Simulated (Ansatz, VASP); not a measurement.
**One calculation of Hg, two programs**

INCAR

```
PREC     = Accurate       # precision mode
ENCUT    = 520            # plane-wave cutoff, eV
EDIFF    = 1E-6           # SCF threshold, eV
ISMEAR   = -1             # smearing method
SIGMA    = 0.1            # smearing width, eV
LREAL    = F              # projectors in reciprocal space
LASPH    = T              # aspherical terms in the spheres
NELM     = 60             # most SCF steps
ALGO     = Normal         # electronic algorithm
ISIF     = 2              # what is computed and relaxed
LWAVE    = F              # write WAVECAR
LCHARG   = T              # write CHGCAR
GGA      = CA             # functional
LELF     = T              # ELF
LVHAR    = T            
NBANDS   = 12             # bands
```

Contents of KPOINTS:

```
Automatic mesh
0
Gamma
  14 14 14
```

The input POSCAR:

```
Hg
1.0
    0.0000000000      2.2541730235      2.2541730235
    2.2541730235      0.0000000000      2.2541730235
    2.2541730235      2.2541730235      0.0000000000
Hg
1
Direct
    0.0000000000      0.0000000000      0.0000000000
```

Input for Ansatz:

```yaml
crystal:
  lattice:
    - [0.0, 2.2541730235, 2.2541730235]
    - [2.2541730235, 0.0, 2.2541730235]
    - [2.2541730235, 2.2541730235, 0.0]
  atoms:
    - { symbol: Hg, position: [0.0, 0.0, 0.0] }
hamiltonian:
  xc: lda
  pseudopotentials:
    kind: paw
    azcp:
      Hg: "pseudopotentials/Hg.paw.azcp"
basis:
  ecutwfc: 420
  fft_grid_basis: typed
kpoints:
  mp_grid: { grid: [14, 14, 14], shift: [0, 0, 0] }
magnetization:
  spin_polarized: false
scf:
  occupations: { method: fermi_dirac, width: 0.1 }
  lower_state_search: "off"
output:
  stress: true
```

Alike in both runs: task single point; functional LDA; k mesh 14 × 14 × 14; occupations fermi-dirac, width 0.1 eV; no spin polarisation.

```csv
,VASP,Ansatz
version,VASP 6.6.1,Ansatz 0.2.0
potentials or method,"VASP PAW LDA potentials, release 64 (Hg), cutoff 520 eV","plane waves (420 eV) with PAW, scalar-relativistic"
valence electrons in the cell,12,20
```

Ansatz gave:

| Property | Result |
| --- | --- |
| pressure (GPa) | -1.7 |

Estimate VASP's values.

pressure (GPa): -1.3.

Ansatz warns that its potentials were made for another functional, while VASP's fit it. LDA's correlation is that of Perdew and Zunger in VASP and of Perdew and Wang (1992) in Ansatz. VASP's potentials hold 12 valence electrons a cell and Ansatz's 20, so a difference there can come from the potentials and not from the codes.

Neither program's run includes spin-orbit coupling.
